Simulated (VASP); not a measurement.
# Lu (Fd-3m) in VASP: further runs

The runs below take Lu through single point, with r2SCAN.

All numbers are computed with VASP 6.6.1; they aren't measurements. Logs are shortened: lines on timing, memory, paths and dates and some standing lists are left out, and cuts for length are marked.

## Step 1: The cell of the first run

It takes space group Fd-3m (No. 227, cubic). Conventional cell: a = 7.326 Å, b = 7.326 Å, c = 7.326 Å, α = 90.00°, β = 90.00°, γ = 90.00°. Lu (site symmetry -43m) has 4 Lu at 3.17 Å within 4.2 Å.

## Step 2: Single point, r2SCAN

Contents of POSCAR:

```
Lu
1.0
    0.0000000000      3.6631055478      3.6631055478
    3.6631055478      0.0000000000      3.6631055478
    3.6631055478      3.6631055478      0.0000000000
Lu
2
Direct
    0.0000000000      0.0000000000      0.0000000000
    0.2500000000      0.2500000000      0.2500000000
```

Contents of INCAR.step1:

```
  ALGO = Normal
  EDIFF = 1E-4
  ENCUT = 520
  GGA = PE
  ISMEAR = 1
  LASPH = T
  LCHARG = F
  LREAL = F
  LWAVE = T
  NBANDS = 32
  NELM = 80
  PREC = Accurate
  SIGMA = 0.1
```

Contents of INCAR.step2:

```
  ALGO = Normal
  EDIFF = 1E-7
  ENCUT = 520
  ISIF = 2
  ISMEAR = 1
  ISTART = 1
  LASPH = T
  LCHARG = T
  LELF = T
  LMIXTAU = T
  LREAL = F
  LVHAR = T
  LWAVE = F
  METAGGA = R2SCAN
  NBANDS = 32
  NELM = 80
  PREC = Accurate
  SIGMA = 0.1
```

Contents of KPOINTS:

```
k-points
0
Gamma
  5 5 5
```

Potentials or basis: VASP PAW PBE potentials, release 64 (Lu).

Launch:

```bash
> cat potpaw_PBE.64/Lu/POTCAR > POTCAR
> cp INCAR.step1 INCAR
> mpirun -np 1 vasp_std > vasp.out
> cp INCAR.step2 INCAR
> mpirun -np 1 vasp_std > vasp.out
```

OUTCAR:

```text
EDIFF = 1E-7
   ENCUT = 520
   ISIF = 2
   ISMEAR = 1
   ISTART = 1
   LASPH = T
   LREAL = F
   METAGGA = R2SCAN
   NELM = 80
   PREC = Accurate

 ion  position               nearest neighbor table
   1  0.000  0.000  0.000-   2 3.17   2 3.17   2 3.17   2 3.17
   2  0.250  0.250  0.250-   1 3.17   1 3.17   1 3.17   1 3.17

  LATTYP: Found a face centered cubic cell.
 ALAT       =     7.3262110956

  Lattice vectors:

 A1 = (   0.0000000000,   3.6631055478,   3.6631055478)
 A2 = (   3.6631055478,   0.0000000000,   3.6631055478)
 A3 = (   3.6631055478,   3.6631055478,   0.0000000000)

Analysis of symmetry for initial positions (statically):
=====================================================================
 Subroutine PRICEL returns:
 Original cell was already a primitive cell.

 Routine SETGRP: Setting up the symmetry group for a
 face centered cubic supercell.

 Subroutine GETGRP returns: Found 48 space group operations
 (whereof 24 operations were pure point group operations)
 out of a pool of 48 trial point group operations.

The static configuration has the point symmetry T_d .
 The point group associated with its full space group is O_h .

Analysis of symmetry for dynamics (positions and initial velocities):
=====================================================================
 Subroutine PRICEL returns:
 Original cell was already a primitive cell.

 Routine SETGRP: Setting up the symmetry group for a
 face centered cubic supercell.

 Subroutine GETGRP returns: Found 48 space group operations
 (whereof 24 operations were pure point group operations)
 out of a pool of 48 trial point group operations.

The dynamic configuration has the point symmetry T_d .
 The point group associated with its full space group is O_h .

 Subroutine INISYM returns: Found 48 space group operations
 (whereof 24 operations are pure point group operations),
 and found     1 'primitive' translations

----------------------------------------------------------------------------------------

                                     Primitive cell

  volume of cell :      98.3056

  direct lattice vectors                    reciprocal lattice vectors
     0.000000000  3.663105548  3.663105548    -0.136496203  0.136496203  0.136496203
     3.663105548  0.000000000  3.663105548     0.136496203 -0.136496203  0.136496203
     3.663105548  3.663105548  0.000000000     0.136496203  0.136496203 -0.136496203

  length of vectors
     5.180413546  5.180413546  5.180413546     0.236418359  0.236418359  0.236418359

  position of ions in fractional coordinates (direct lattice)
     0.000000000  0.000000000  0.000000000
     0.250000000  0.250000000  0.250000000

  ion indices of the primitive-cell ions
   primitive index   ion index
                 1           1
                 2           2

----------------------------------------------------------------------------------------

 KPOINTS: k-points

Automatic generation of k-mesh.
 Grid dimensions read from file:
 generate k-points for:    5    5    5

 Generating k-lattice:

  Cartesian coordinates                     Fractional coordinates (reciprocal lattice)
    -0.027299241  0.027299241  0.027299241     0.200000000  0.000000000  0.000000000
     0.027299241 -0.027299241  0.027299241     0.000000000  0.200000000  0.000000000
     0.027299241  0.027299241 -0.027299241     0.000000000  0.000000000  0.200000000

  Length of vectors
     0.047283672  0.047283672  0.047283672

  Shift w.r.t. Gamma in fractional coordinates (k-lattice)
     0.000000000  0.000000000  0.000000000

 Subroutine IBZKPT returns following result:
 ===========================================

 Found     10 irreducible k-points:

 Following reciprocal coordinates:
            Coordinates               Weight
  0.000000  0.000000  0.000000      1.000000
  0.200000  0.000000  0.000000      8.000000
  0.400000  0.000000  0.000000      8.000000
  0.200000  0.200000  0.000000      6.000000
  0.400000  0.200000  0.000000     24.000000
 -0.400000  0.200000  0.000000     24.000000
 -0.200000  0.200000  0.000000     12.000000
  0.400000  0.400000  0.000000      6.000000
 -0.400000  0.400000  0.000000     12.000000
 -0.400000  0.400000  0.200000     24.000000
   k-points           NKPTS =     10   k-points in BZ     NKDIM =     10   number of bands    NBANDS=     32
   number of dos      NEDOS =    301   number of ions     NIONS =      2
   total plane-waves  NPLWV =  64000
   dimension x,y,z NGX =    40 NGY =   40 NGZ =   40
   dimension x,y,z NGXF=    80 NGYF=   80 NGZF=   80
   ions per type =               2
   NGX,Y,Z   is equivalent  to a cutoff of  12.84, 12.84, 12.84 a.u.
   NGXF,Y,Z  is equivalent  to a cutoff of  25.67, 25.67, 25.67 a.u.
 SYSTEM =  unknown system
   PREC   = accura    normal or accurate (medium, high low for compatibility)
   ISTART =      1    job   : 0-new  1-cont  2-samecut
   ICHARG =      0    charge: 1-file 2-atom 10-const
   ISPIN  =      1    spin polarized calculation?
   LNONCOLLINEAR =      F non collinear calculations
   LSORBIT =      F    spin-orbit coupling
   LASPH  =      T    aspherical Exc in radial PAW
   ENCUT  =  520.0 eV  38.22 Ry    6.18 a.u.   9.63  9.63  9.63*2*pi/ulx,y,z
   NELM   =     80;   NELMIN=  2; NELMDL=  0     # of ELM steps
   EDIFF  = 0.1E-06   stopping-criterion for ELM
   LREAL  =      F    real-space projection
   EDIFFG = 0.1E-05   stopping-criterion for IOM
   NSW    =      0    number of steps for IOM
   IBRION =     -1    ionic relax: 0-MD 1-quasi-New 2-CG
   NFREE  =      0    steps in history (QN), initial steepest desc. (CG)
   ISIF   =      2    stress and relaxation
   ISYM   =      2    0-nonsym 1-usesym 2-fastsym
   POTIM  = 0.5000    time-step for ionic-motion
   TEBEG  =    0.0;   TEEND  =   0.0 temperature during run
   PSTRESS=    0.0 pullay stress
   NELECT =      50.0000    total number of electrons
   NUPDOWN=      -1.0000    fix difference up-down
   EMIN   =  10.00;   EMAX   =-10.00  energy-range for DOS
   EFERMI =   0.00;   METHOD = LEGACY
   ISMEAR =     1;   SIGMA  =   0.10  broadening in eV -4-tet -1-fermi 0-gaus
   EFERMI_NEDOS =   21; number of points for ismear=-14 and -15
   IALGO  =     38    algorithm
   IMIX   =      4    mixing-type and parameters
     AMIX     =   0.40;   BMIX     =  1.00
     AMIX_MAG =   1.60;   BMIX_MAG =  1.00
  volume/ion in A,a.u.               =      49.15       331.70
  Fermi-wavevector in a.u.,A,eV,Ry     =   1.306789  2.469473 23.234628  1.707697
  Thomas-Fermi vector in A             =   2.437567
   LORBIT       =      0    0 simple, 1 ext, 2 COOP (PROOUT), +10 PAW based schemes
   METAGGA = R2SCAN    functional components
   LHFCALC =     F    Hartree Fock is set to
   AEXX    =    0.0000 exact exchange contribution
   IVDW    =     0    specifies the selected vdW correction
   LEPSILON=     F    determine dielectric tensor
   LRPA    =     F    only Hartree local field effects (RPA)
 non-spin polarized calculation
 Methfessel and Paxton  Order N= 1 SIGMA  =   0.10
  energy-cutoff  :      520.00
  volume of cell :       98.31
 maximum number of plane-waves:      2685
   NGX = 19   NGY = 19   NGZ = 19

 number of electron      50.0000006 magnetization

 Free energy of the ion-electron system (eV)
  ---------------------------------------------------
  ext. energy  EPLUGINS =         0.00000000
  ---------------------------------------------------
  free energy    TOTEN  =       -71.66634693 eV

  energy without entropy =      -71.66321698  energy(sigma->0) =      -71.66530361

 E-fermi :   0.1149     XC(G=0):  -8.9019

 val. band max:        0.0828076966   @ k =   0.4000   0.2000   0.0000
 cond. band min:       0.1175020106   @ k =  -0.2000   0.2000   0.0000
 fundamental gap:      0.0346943140
 Fermi energy:         0.1149483669

 k-point     1 :       0.0000    0.0000    0.0000
  band No.  band energies     occupation
      1     -58.9731      2.00000
      2     -58.9093      2.00000
      3     -29.0711      2.00000
      4     -29.0710      2.00000
      5     -29.0710      2.00000
      6     -28.7696      2.00000
[... 24 lines left out ...]
     31       2.0439     -0.00000
     32       5.2851      0.00000

 k-point     2 :       0.2000    0.0000    0.0000
  band No.  band energies     occupation
      1     -58.9686      2.00000
      2     -58.9137      2.00000
      3     -29.0823      2.00000
      4     -29.0822      2.00000
      5     -29.0674      2.00000
      6     -28.7754      2.00000
[... 24 lines left out ...]
     31       2.0772     -0.00000
     32       5.1409      0.00000

 k-point     3 :       0.4000    0.0000    0.0000
  band No.  band energies     occupation
      1     -58.9593      2.00000
      2     -58.9231      2.00000
      3     -29.0988      2.00000
      4     -29.0988      2.00000
      5     -29.0615      2.00000
      6     -28.7848      2.00000
[... 24 lines left out ...]
     31       2.5833      0.00000
     32       4.5750      0.00000

 k-point     4 :       0.2000    0.2000    0.0000
  band No.  band energies     occupation
      1     -58.9670      2.00000
      2     -58.9154      2.00000
      3     -29.0946      2.00000
      4     -29.0946      2.00000
      5     -29.0436      2.00000
      6     -28.8000      2.00000
[... 24 lines left out ...]
     31       2.0409     -0.00000
     32       4.6556      0.00000

 k-point     5 :       0.4000    0.2000    0.0000
  band No.  band energies     occupation
      1     -58.9583      2.00000
      2     -58.9241      2.00000
      3     -29.1161      2.00000
      4     -29.1107      2.00000
      5     -29.0185      2.00000
      6     -28.8273      2.00000
[... 24 lines left out ...]
     31       2.4880      0.00000
     32       4.0554      0.00000

 k-point     6 :      -0.4000    0.2000    0.0000
  band No.  band energies     occupation
      1     -58.9535      2.00000
      2     -58.9289      2.00000
      3     -29.1282      2.00000
      4     -29.1092      2.00000
      5     -29.0128      2.00000
      6     -28.8332      2.00000
[... 24 lines left out ...]
     31       2.7776      0.00000
     32       3.7909      0.00000

 k-point     7 :      -0.2000    0.2000    0.0000
  band No.  band energies     occupation
      1     -58.9621      2.00000
      2     -58.9203      2.00000
      3     -29.1129      2.00000
      4     -29.0921      2.00000
      5     -29.0410      2.00000
      6     -28.8035      2.00000
[... 24 lines left out ...]
     31       2.3838      0.00000
     32       4.2374      0.00000

 k-point     8 :       0.4000    0.4000    0.0000
  band No.  band energies     occupation
      1     -58.9511      2.00000
      2     -58.9313      2.00000
      3     -29.1271      2.00000
      4     -29.1270      2.00000
      5     -28.9706      2.00000
      6     -28.8779      2.00000
[... 24 lines left out ...]
     31       2.3106      0.00000
     32       3.2473      0.00000

 k-point     9 :      -0.4000    0.4000    0.0000
  band No.  band energies     occupation
      1     -58.9443      2.00000
      2     -58.9382      2.00000
      3     -29.1367      2.00000
      4     -29.1263      2.00000
      5     -28.9482      2.00000
      6     -28.8998      2.00000
[... 24 lines left out ...]
     31       2.4363      0.00000
     32       3.8300      0.00000

 k-point    10 :      -0.4000    0.4000    0.2000
  band No.  band energies     occupation
      1     -58.9492      2.00000
      2     -58.9332      2.00000
      3     -29.1338      2.00000
      4     -29.1227      2.00000
      5     -28.9714      2.00000
      6     -28.8753      2.00000
[... 24 lines left out ...]
     31       3.2485      0.00000
     32       3.3607      0.00000

------------------------ aborting loop because EDIFF is reached ----------------------------------------

  FORCE on cell =-STRESS in cart. coord.  units (eV):
  Direction    XX          YY          ZZ          XY          YZ          ZX
  --------------------------------------------------------------------------------------
  -------------------------------------------------------------------------------------
  Total        0.1277019      0.1277019      0.1277019      0.0000000     -0.0000000      0.0000000
  in kB        2.0812758      2.0812758      2.0812758      0.0000000     -0.0000000      0.0000000
  external PRESSURE =       2.0812758 kB  Pullay stress =       0.0000000 kB

 VOLUME and BASIS-vectors are now :
 -----------------------------------------------------------------------------
  energy-cutoff  :      520.00
  volume of cell :       98.31
      direct lattice vectors                 reciprocal lattice vectors
     0.000000000  3.663105548  3.663105548    -0.136496203  0.136496203  0.136496203
     3.663105548  0.000000000  3.663105548     0.136496203 -0.136496203  0.136496203
     3.663105548  3.663105548  0.000000000     0.136496203  0.136496203 -0.136496203

 POSITION                                       TOTAL-FORCE (eV/Angst)
 -----------------------------------------------------------------------------------
      0.00000      0.00000      0.00000        -0.000000      0.000000     -0.000000
      1.83155      1.83155      1.83155         0.000000     -0.000000      0.000000
 -----------------------------------------------------------------------------------
    total drift:                               -0.000000     -0.000000      0.000000

  FREE ENERGIE OF THE ION-ELECTRON SYSTEM (eV)
  ---------------------------------------------------
  free  energy   TOTEN  =       -71.6663469270 eV

  energy  without entropy=      -71.6632169794  energy(sigma->0) =      -71.66530361
```

Run time: 2.2 min. Hardware: 1 thread of AMD EPYC 9R45 (Zen 5), shared host; peak memory 0.24 GiB.

What came out:

```
Free energy            : -71.6663 eV
Pressure               : 0.2 GPa
Band gap on the k mesh : zero (band 25 reaches 0.69 eV, above the bottom of band 26 at -0.35 eV)
```

Caveat: the PAW data sets were made with another functional, which shifts forces and pressure a little; spin-orbit coupling is left out, which moves the levels of the heavy elements.

## Step 3: Single point, r2SCAN

This run uses another cell than the first one, of 49.90 Å³/atom, 1.015 times its volume.

Contents of POSCAR:

```
Lu
1.0
    0.0000000000      3.6816063946      3.6816063946
    3.6816063946      0.0000000000      3.6816063946
    3.6816063946      3.6816063946      0.0000000000
Lu
2
Direct
    0.0000000000      0.0000000000      0.0000000000
    0.2500000000      0.2500000000      0.2500000000
```

Contents of INCAR.step1:

```
PREC = Accurate
ENCUT = 520
ISMEAR = 1
SIGMA = 0.1
LREAL = False
LASPH = True
NELM = 60
NBANDS = 32
GGA = PE
ALGO = Normal
EDIFF = 1E-4
LWAVE = True
LCHARG = False
```

Contents of INCAR.step2:

```
PREC = Accurate
ENCUT = 520
EDIFF = 1E-7
ISMEAR = 1
SIGMA = 0.1
LREAL = False
LASPH = True
NELM = 60
ALGO = Normal
ISIF = 2
LWAVE = False
LCHARG = True
METAGGA = R2SCAN
LMIXTAU = True
LELF = True
LVHAR = True
NBANDS = 32
ISTART = 1
```

Contents of KPOINTS:

```
Automatic mesh
0
Gamma
  5 5 5
```

Potentials or basis: VASP PAW PBE potentials, release 64 (Lu).

Launch:

```bash
> cat potpaw_PBE.64/Lu/POTCAR > POTCAR
> cp INCAR.step1 INCAR
> mpirun -np 1 vasp_std > vasp.out
> cp INCAR.step2 INCAR
> mpirun -np 1 vasp_std > vasp.out
```

It took 3.1 min on 1 thread of AMD EPYC 9R45 (Zen 5), shared host; peak memory 0.24 GiB.

Results (log left out):

```yaml
Free_energy: -71.6683 eV
Pressure: 0.0 GPa
Band_gap_on_the_k_mesh: zero (band 25 reaches 0.64 eV, above the bottom of band 26 at -0.37 eV)
```

Levels at points of the mesh, in eV from the Fermi level:
| k point | band 22 | band 23 | band 24 | band 25 | band 26 | band 27 |
| --- | --- | --- | --- | --- | --- | --- |
| (0.00, 0.00, 0.00) | -6.22 | -4.81 | 0.36 | 0.36 | 0.39 | 0.39 |

Caveat: the PAW data sets were made with another functional, which shifts forces and pressure a little; spin-orbit coupling is left out, which moves the levels of the heavy elements.
